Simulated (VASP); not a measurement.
# MoPt (Pmma) in VASP: notebook

Runs on MoPt. Level: LDA. Tasks: single point.

Program: VASP 6.6.1. These are calculated values, not measurements. Logs are shortened: lines on timing, memory, paths and dates and some standing lists are left out, and cuts for length are marked.

## 1. The cell of the first run

The structure is orthorhombic, space group Pmma (No. 51). The conventional cell has a = 4.430 Å, b = 2.703 Å, c = 4.886 Å, α = 90.00°, β = 90.00°, γ = 90.00°. Within 3.6 Å of Mo (site symmetry mm2) lie 4 Mo at 2.70 to 2.73 Å and 8 Pt at 2.73 to 2.79 Å. Within 3.6 Å of Pt (site symmetry mm2) lie 4 Pt at 2.70 to 2.74 Å and 8 Mo at 2.73 to 2.79 Å.

## 2. Single point, LDA

Input file INCAR:

```
SYSTEM = MoPt
PREC = Accurate
ENCUT = 520
EDIFF = 1E-6
ISMEAR = 0
SIGMA = 0.1
LREAL = .False.
LASPH = .True.
NELM = 100
ALGO = Normal
ISIF = 2
LWAVE = .False.
LCHARG = .False.
GGA = CA
NBANDS = 32
```

Input file KPOINTS:

```
regular mesh
0
Gamma
  10 16 8
  0 0 0
```

Input file POSCAR:

```
MoPt
1.0
    4.4298987337      0.0000000000      0.0000000000
    0.0000000000      2.7025444727      0.0000000000
    0.0000000000      0.0000000000      4.8856899905
Mo Pt
2 2
Direct
    0.2500000000      0.0000000000      0.1637026176
    0.7500000000      0.0000000000      0.8362973824
    0.2500000000      0.5000000000      0.6643245682
    0.7500000000      0.5000000000      0.3356754318
```

Potentials or basis: VASP PAW LDA potentials, release 64 (Mo_sv, Pt).

Launch:

```bash
$ cat potpaw_LDA.64/Mo_sv/POTCAR potpaw_LDA.64/Pt/POTCAR > POTCAR
$ mpirun -np 1 vasp_std > vasp.out
```

OUTCAR:

```text
SYSTEM = MoPt
   PREC = Accurate
   ENCUT = 520
   EDIFF = 1E-6
   ISMEAR = 0
   LREAL = .False.
   LASPH = .True.
   NELM = 100
   ISIF = 2
   GGA = CA

 ion  position               nearest neighbor table
   1  0.250  0.000  0.164-   4 2.73   4 2.73   4 2.73   4 2.73   2 2.73   2 2.73   3 2.79   3 2.79
                             3 2.79   3 2.79
   2  0.750  0.000  0.836-   3 2.73   3 2.73   3 2.73   3 2.73   1 2.73   1 2.73   4 2.79   4 2.79
                             4 2.79   4 2.79
   3  0.250  0.500  0.664-   2 2.73   2 2.73   2 2.73   2 2.73   4 2.74   4 2.74   1 2.79   1 2.79
                             1 2.79   1 2.79
   4  0.750  0.500  0.336-   1 2.73   1 2.73   1 2.73   1 2.73   3 2.74   3 2.74   2 2.79   2 2.79
                             2 2.79   2 2.79

  LATTYP: Found a simple orthorhombic cell.
 ALAT       =     2.7025444727
 B/A-ratio  =     1.6391584962
 C/A-ratio  =     1.8078111350

  Lattice vectors:

 A1 = (   0.0000000000,  -2.7025444727,   0.0000000000)
 A2 = (   4.4298987337,   0.0000000000,   0.0000000000)
 A3 = (   0.0000000000,   0.0000000000,   4.8856899905)

Analysis of symmetry for initial positions (statically):
=====================================================================
 Subroutine PRICEL returns:
 Original cell was already a primitive cell.

 Routine SETGRP: Setting up the symmetry group for a
 simple orthorhombic supercell.

 Subroutine GETGRP returns: Found  8 space group operations
 (whereof  4 operations were pure point group operations)
 out of a pool of  8 trial point group operations.

The static configuration has the point symmetry C_2h.
 The point group associated with its full space group is D_2h.

Analysis of symmetry for dynamics (positions and initial velocities):
=====================================================================
 Subroutine PRICEL returns:
 Original cell was already a primitive cell.

 Routine SETGRP: Setting up the symmetry group for a
 simple orthorhombic supercell.

 Subroutine GETGRP returns: Found  8 space group operations
 (whereof  4 operations were pure point group operations)
 out of a pool of  8 trial point group operations.

The dynamic configuration has the point symmetry C_2h.
 The point group associated with its full space group is D_2h.

 Subroutine INISYM returns: Found  8 space group operations
 (whereof  4 operations are pure point group operations),
 and found     1 'primitive' translations

----------------------------------------------------------------------------------------

                                     Primitive cell

  volume of cell :      58.4915

  direct lattice vectors                    reciprocal lattice vectors
     4.429898734  0.000000000  0.000000000     0.225738795  0.000000000  0.000000000
     0.000000000  2.702544473  0.000000000     0.000000000  0.370021663  0.000000000
     0.000000000  0.000000000  4.885689991     0.000000000  0.000000000  0.204679380

  length of vectors
     4.429898734  2.702544473  4.885689991     0.225738795  0.370021663  0.204679380

  position of ions in fractional coordinates (direct lattice)
     0.250000000  0.000000000  0.163702618
     0.750000000  0.000000000  0.836297382
     0.250000000  0.500000000  0.664324568
     0.750000000  0.500000000  0.335675432

  ion indices of the primitive-cell ions
   primitive index   ion index
                 1           1
                 2           2
                 3           3
                 4           4

----------------------------------------------------------------------------------------

 KPOINTS: regular mesh

Automatic generation of k-mesh.
 Grid dimensions read from file:
 generate k-points for:   10   16    8

 Generating k-lattice:

  Cartesian coordinates                     Fractional coordinates (reciprocal lattice)
     0.022573879  0.000000000  0.000000000     0.100000000  0.000000000  0.000000000
     0.000000000  0.023126354  0.000000000     0.000000000  0.062500000  0.000000000
     0.000000000  0.000000000  0.025584923     0.000000000  0.000000000  0.125000000

  Length of vectors
     0.022573879  0.023126354  0.025584923

  Shift w.r.t. Gamma in fractional coordinates (k-lattice)
     0.000000000  0.000000000  0.000000000

 Subroutine IBZKPT returns following result:
 ===========================================

 Found    270 irreducible k-points:

 Following reciprocal coordinates:
            Coordinates               Weight
  0.000000  0.000000  0.000000      1.000000
  0.100000  0.000000  0.000000      2.000000
  0.200000  0.000000  0.000000      2.000000
  0.300000  0.000000  0.000000      2.000000
  0.400000  0.000000  0.000000      2.000000
  0.500000  0.000000  0.000000      1.000000
[... 16 lines left out ...]
  0.400000  0.187500  0.000000      4.000000
  0.500000  0.187500  0.000000      2.000000
 [... further k-points ...]
   k-points           NKPTS =    270   k-points in BZ     NKDIM =    270   number of bands    NBANDS=     32
   number of dos      NEDOS =    301   number of ions     NIONS =      4
   total plane-waves  NPLWV =  25920
   dimension x,y,z NGX =    36 NGY =   20 NGZ =   36
   dimension x,y,z NGXF=    72 NGYF=   40 NGZF=   72
   ions per type =               2   2
   NGX,Y,Z   is equivalent  to a cutoff of  13.51, 12.30, 12.25 a.u.
   NGXF,Y,Z  is equivalent  to a cutoff of  27.02, 24.61, 24.50 a.u.
 SYSTEM =  MoPt
   PREC   = accura    normal or accurate (medium, high low for compatibility)
   ISTART =      0    job   : 0-new  1-cont  2-samecut
   ICHARG =      2    charge: 1-file 2-atom 10-const
   ISPIN  =      1    spin polarized calculation?
   LNONCOLLINEAR =      F non collinear calculations
   LSORBIT =      F    spin-orbit coupling
   LASPH  =      T    aspherical Exc in radial PAW
   ENCUT  =  520.0 eV  38.22 Ry    6.18 a.u.   8.24  5.02  9.08*2*pi/ulx,y,z
   NELM   =    100;   NELMIN=  2; NELMDL= -5     # of ELM steps
   EDIFF  = 0.1E-05   stopping-criterion for ELM
   LREAL  =      F    real-space projection
   EDIFFG = 0.1E-04   stopping-criterion for IOM
   NSW    =      0    number of steps for IOM
   IBRION =     -1    ionic relax: 0-MD 1-quasi-New 2-CG
   NFREE  =      0    steps in history (QN), initial steepest desc. (CG)
   ISIF   =      2    stress and relaxation
   ISYM   =      2    0-nonsym 1-usesym 2-fastsym
   POTIM  = 0.5000    time-step for ionic-motion
   TEBEG  =    0.0;   TEEND  =   0.0 temperature during run
   PSTRESS=    0.0 pullay stress
   NELECT =      48.0000    total number of electrons
   NUPDOWN=      -1.0000    fix difference up-down
   EMIN   =  10.00;   EMAX   =-10.00  energy-range for DOS
   EFERMI =   0.00;   METHOD = LEGACY
   ISMEAR =     0;   SIGMA  =   0.10  broadening in eV -4-tet -1-fermi 0-gaus
   EFERMI_NEDOS =   21; number of points for ismear=-14 and -15
   IALGO  =     38    algorithm
   IMIX   =      4    mixing-type and parameters
     AMIX     =   0.40;   BMIX     =  1.00
     AMIX_MAG =   1.60;   BMIX_MAG =  1.00
  volume/ion in A,a.u.               =      14.62        98.68
  Fermi-wavevector in a.u.,A,eV,Ry     =   1.532702  2.896387 31.962472  2.349175
  Thomas-Fermi vector in A             =   2.639871
   LORBIT       =      0    0 simple, 1 ext, 2 COOP (PROOUT), +10 PAW based schemes
   GGA     = CA    functional components
   LHFCALC =     F    Hartree Fock is set to
   AEXX    =    0.0000 exact exchange contribution
   IVDW    =     0    specifies the selected vdW correction
   LEPSILON=     F    determine dielectric tensor
   LRPA    =     F    only Hartree local field effects (RPA)
 non-spin polarized calculation
 Gauss-broadening in eV      SIGMA  =   0.10
  energy-cutoff  :      520.00
  volume of cell :       58.49
 maximum number of plane-waves:      1612
 NGX is ok and might be reduce to    36
   NGX = 17   NGY = 11   NGZ = 19

 number of electron      47.9999994 magnetization

 Free energy of the ion-electron system (eV)
  ---------------------------------------------------
  ext. energy  EPLUGINS =         0.00000000
  ---------------------------------------------------
  free energy    TOTEN  =       -40.74506581 eV

  energy without entropy =      -40.72912846  energy(sigma->0) =      -40.73709713

 E-fermi :  12.9744     XC(G=0): -13.9308

 val. band max:       12.9665744292   @ k =   0.2000   0.3125   0.1250
 cond. band min:      12.9858290658   @ k =   0.4000   0.2500   0.1250
 fundamental gap:      0.0192546366
 Fermi energy:        12.9743800629

 k-point     1 :       0.0000    0.0000    0.0000
  band No.  band energies     occupation
      1     -47.9293      2.00000
      2     -47.8122      2.00000
      3     -22.4505      2.00000
      4     -22.3333      2.00000
      5     -22.0646      2.00000
      6     -21.8482      2.00000
[... 24 lines left out ...]
     31      17.0809      0.00000
     32      18.1773      0.00000

 k-point     2 :       0.1000    0.0000    0.0000
  band No.  band energies     occupation
      1     -47.9264      2.00000
      2     -47.8150      2.00000
      3     -22.4535      2.00000
      4     -22.3383      2.00000
      5     -22.0542      2.00000
      6     -21.8524      2.00000
[... 24 lines left out ...]
     31      16.9028      0.00000
     32      18.0760      0.00000

 k-point     3 :       0.2000    0.0000    0.0000
  band No.  band energies     occupation
      1     -47.9179      2.00000
      2     -47.8231      2.00000
      3     -22.4587      2.00000
      4     -22.3531      2.00000
      5     -22.0273      2.00000
      6     -21.8640      2.00000
[... 24 lines left out ...]
     31      16.4142      0.00000
     32      17.7727      0.00000

 k-point     4 :       0.3000    0.0000    0.0000
  band No.  band energies     occupation
      1     -47.9047      2.00000
      2     -47.8359      2.00000
      3     -22.4590      2.00000
      4     -22.3761      2.00000
      5     -21.9928      2.00000
      6     -21.8810      2.00000
[... 24 lines left out ...]
     31      15.8096      0.00000
     32      17.2817      0.00000

 k-point     5 :       0.4000    0.0000    0.0000
  band No.  band energies     occupation
      1     -47.8882      2.00000
      2     -47.8520      2.00000
      3     -22.4496      2.00000
      4     -22.4035      2.00000
      5     -21.9582      2.00000
      6     -21.9022      2.00000
[... 584 lines left out ...]
     31      18.0216      0.00000
     32      18.6223      0.00000

 k-point    22 :       0.3000    0.1875    0.0000
  band No.  band energies     occupation
      1     -47.8647      2.00000
      2     -47.7967      2.00000
      3     -22.4166      2.00000
      4     -22.3394      2.00000
      5     -21.9787      2.00000
      6     -21.9614      2.00000
[... 24 lines left out ...]
     31      18.1396      0.00000
     32      18.6670      0.00000

 k-point    23 :       0.4000    0.1875    0.0000
  band No.  band energies     occupation
      1     -47.8485      2.00000
      2     -47.8128      2.00000
      3     -22.4077      2.00000
      4     -22.3656      2.00000
      5     -21.9640      2.00000
      6     -21.9359      2.00000
[... 24 lines left out ...]
     31      18.3451      0.00000
     32      18.6616      0.00000

 k-point    24 :       0.5000    0.1875    0.0000
  band No.  band energies     occupation
      1     -47.8306      2.00000
      2     -47.8306      2.00000
      3     -22.3899      2.00000
      4     -22.3899      2.00000
      5     -21.9481      2.00000
      6     -21.9481      2.00000
[... 24 lines left out ...]
     31      18.5530      0.00000
     32      18.5530      0.00000

 [... further k-points ...]
[... 5 lines left out ...]
  --------------------------------------------------------------------------------------
  -------------------------------------------------------------------------------------
  Total        0.4116242      0.4026482      0.3910418      0.0000000      0.0000000      0.0000000
  in kB       11.2750604     11.0291931     10.7112753      0.0000000      0.0000000      0.0000000
  external PRESSURE =      11.0051762 kB  Pullay stress =       0.0000000 kB

 VOLUME and BASIS-vectors are now :
 -----------------------------------------------------------------------------
  energy-cutoff  :      520.00
  volume of cell :       58.49
      direct lattice vectors                 reciprocal lattice vectors
     4.429898734  0.000000000  0.000000000     0.225738795  0.000000000  0.000000000
     0.000000000  2.702544473  0.000000000     0.000000000  0.370021663  0.000000000
     0.000000000  0.000000000  4.885689991     0.000000000  0.000000000  0.204679380

 POSITION                                       TOTAL-FORCE (eV/Angst)
 -----------------------------------------------------------------------------------
      1.10747      0.00000      0.79980         0.000000     -0.000000      0.004214
      3.32242      0.00000      4.08589        -0.000000     -0.000000     -0.004214
      1.10747      1.35127      3.24568        -0.000000      0.000000     -0.010294
      3.32242      1.35127      1.64001        -0.000000     -0.000000      0.010294
 -----------------------------------------------------------------------------------
    total drift:                                0.000000     -0.000000     -0.000000

  FREE ENERGIE OF THE ION-ELECTRON SYSTEM (eV)
  ---------------------------------------------------
  free  energy   TOTEN  =       -40.7450658079 eV

  energy  without entropy=      -40.7291284593  energy(sigma->0) =      -40.73709713
```

Run time: 1.9 min. Hardware: 1 thread of Intel Xeon 6975P-C (Granite Rapids), shared host; peak memory 0.49 GiB.

What came out:

- Free energy: -40.7451 eV
- Pressure: 1.1 GPa
- Largest force: 0.010 eV/Å
- Band gap on the k mesh: zero (band 24 reaches 14.02 eV, above the bottom of band 25 at 11.42 eV)

Forces in eV/Å, atoms in the order of the input:
```
Mo   0.000  0.000  0.004
Mo   0.000  0.000 -0.004
Pt   0.000  0.000 -0.010
Pt   0.000  0.000  0.010
```

Caveat: spin-orbit coupling is left out, which moves the levels of the heavy elements.

(Continued in part 2 of 2.)
